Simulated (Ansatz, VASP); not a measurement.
## Two plane-wave programs on FePt

```xyz
2
Lattice="2.7174 0.0000 0.0000 -1.3587 2.3533 0.0000 0.0000 0.0000 4.4018" Properties=species:S:1:pos:R:3 pbc="T T T"
Fe    1.3587    0.7844    2.2009
Pt    0.0000    1.5689    0.0000
```

Alike in both runs: functional PBE; k mesh 6 × 6 × 4; occupations gaussian, width 0.1 eV; collinear spin.

Ansatz relaxed the structure, and its values are those at the end. VASP's run is a single point on that final structure, the one shown.

|  | VASP | Ansatz |
| --- | --- | --- |
| version | VASP 6.6.1 | Ansatz 0.2.0 |
| potentials or method | VASP PAW PBE potentials, release 64 (Fe, Pt), cutoff 600 eV | scalar-relativistic, plane waves, PAW |
| valence electrons in the cell | 18 | 34 |

Ansatz gave:

```
gap on the k mesh at the Fermi level (eV)                     : none
pressure (GPa)                                                : -0.1
net moment per atom (μB)                                      : 1.57
size of the moment on the site where the two differ most (μB) : 2.93
```

**Question.** Which values does VASP return?

**Answer.** gap on the k mesh at the Fermi level (eV): none; pressure (GPa): -0.6; net moment per atom (μB): 1.57; size of the moment on the site where the two differ most (μB): 2.88.

Site moments also hang on the region over which each program counts them. A gap of «none» marks a metal or a gap that the smearing closes. The functional is the same, so the differences come from potentials, cutoffs and numerics. VASP's potentials hold 18 valence electrons a cell and Ansatz's 34, so a difference there can come from the potentials and not from the codes.

The k mesh is coarse, so the values compare programs but aren't converged. Spin-orbit coupling is off throughout.
